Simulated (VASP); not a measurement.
Set up this calculation in VASP 6.6.1, as the native input.

```
Task                   : single point
Functional             : PBE
Potentials or basis    : VASP PAW PBE potentials, release 64 (K_sv, Hf_pv, As)
Cutoff                 : 520 eV
k mesh                 : 12 × 12 × 4
Occupations            : gaussian, width 0.1 eV
Spin                   : no spin polarisation
Dipole correction      : no
Further INCAR settings : ALGO = Fast; EDIFF = 1e-06; NBANDS = 33
```

The structure of KHfAs lies in POSCAR:

```
KHfAs
1.0
    4.5090425937      0.0000000000      0.0000000000
   -2.2545212969      3.9049454329      0.0000000000
    0.0000000000      0.0000000000     12.1867569290
K Hf As
2 2 2
Direct
    0.0000000000      0.0000000000      0.0000000000
    0.0000000000      0.0000000000      0.5000000000
    0.3333333333      0.6666666667      0.7500000000
    0.6666666667      0.3333333333      0.2500000000
    0.3333333333      0.6666666667      0.2500000000
    0.6666666667      0.3333333333      0.7500000000
```

The input as run:

INCAR

```
ALGO     = Fast           # electronic algorithm
EDIFF    = 1E-6           # SCF threshold, eV
ENCUT    = 520            # plane-wave cutoff, eV
GGA      = PE             # functional
ISIF     = 2              # what is computed and relaxed
ISMEAR   = 0              # smearing method
LASPH    = T              # aspherical terms in the spheres
LCHARG   = F              # write CHGCAR
LREAL    = F              # projectors in reciprocal space
LWAVE    = F              # write WAVECAR
NBANDS   = 33             # bands
NELM     = 80             # most SCF steps
PREC     = Accurate       # precision mode
SIGMA    = 0.1            # smearing width, eV
```

KPOINTS

```
k-points
0
Gamma
  12 12 4
```

Potentials or basis: VASP PAW PBE potentials, release 64 (K_sv, Hf_pv, As).

Run with:

```console
$ cat potpaw_PBE.64/K_sv/POTCAR potpaw_PBE.64/Hf_pv/POTCAR potpaw_PBE.64/As/POTCAR > POTCAR
$ mpirun -np 1 vasp_std > vasp.out
```

It gave:

```json
{"Pressure": "0.0 GPa", "Band gap on the k mesh": "zero (bands 24 and 25 overlap by 0.12 eV)"}
```

Caveat: spin-orbit coupling is left out, which moves the levels of the heavy elements.

Run time: 7.7 min on 1 thread of AMD EPYC 7R13 Processor (Zen 3), on a shared host, peak memory 0.58 GiB.
